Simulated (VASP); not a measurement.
A run of VASP 6.6.1:

POSCAR

```
KAgCl2
1.0
    2.0554083162      1.1866905447      6.5354919417
   -2.0554083162      1.1866905447      6.5354919417
    0.0000000000     -2.3733810893      6.5354919417
K Ag Cl
1 1 2
Direct
    1.0000000000      0.0000000000      0.0000000000
    0.5000000000      0.5000000000      0.5000000000
    0.2383450504      0.2383450504      0.2383450504
    0.7616549496      0.7616549496      0.7616549496
```

The input INCAR.step1:

```
ALGO     = Normal         # electronic algorithm
EDIFF    = 1E-4           # SCF threshold, eV
ENCUT    = 520            # plane-wave cutoff, eV
GGA      = PE             # functional
ISMEAR   = 0              # smearing method
LASPH    = T              # aspherical terms in the spheres
LCHARG   = F              # write CHGCAR
LREAL    = F              # projectors in reciprocal space
LWAVE    = T              # write WAVECAR
NBANDS   = 25             # bands
NELM     = 60             # most SCF steps
PREC     = Accurate       # precision mode
SIGMA    = 0.01           # smearing width, eV
```

File INCAR.step2:

```
ALGO     = Normal         # electronic algorithm
EDIFF    = 1E-7           # SCF threshold, eV
ENCUT    = 520            # plane-wave cutoff, eV
ISIF     = 2              # what is computed and relaxed
ISMEAR   = 0              # smearing method
ISTART   = 1            
LASPH    = T              # aspherical terms in the spheres
LCHARG   = F              # write CHGCAR
LMIXTAU  = T            
LREAL    = F              # projectors in reciprocal space
LWAVE    = F              # write WAVECAR
METAGGA  = R2SCAN         # meta-GGA
NBANDS   = 25             # bands
NELM     = 60             # most SCF steps
PREC     = Accurate       # precision mode
SIGMA    = 0.01           # smearing width, eV
```

File KPOINTS:

```
k-points
0
Gamma
  6 6 6
```

Potentials or basis: VASP PAW PBE potentials, release 64 (K_sv, Ag, Cl).

Command:

```sh
$ cat potpaw_PBE.64/K_sv/POTCAR potpaw_PBE.64/Ag/POTCAR potpaw_PBE.64/Cl/POTCAR > POTCAR
$ cp INCAR.step1 INCAR
$ mpirun -np 1 vasp_std > vasp.out
$ cp INCAR.step2 INCAR
$ mpirun -np 1 vasp_std > vasp.out
```

Hardware: 1 thread of Intel(R) Xeon(R) Platinum 8259CL CPU @ 2.50GHz (Skylake/Cascade Lake) (shared host).

**Question.** Estimate the wall time of this run.

**Answer.** It took 14 min on 1 thread of Intel(R) Xeon(R) Platinum 8259CL CPU @ 2.50GHz (Skylake/Cascade Lake) (shared host), peak memory 0.46 GiB. Counts: k points 32.
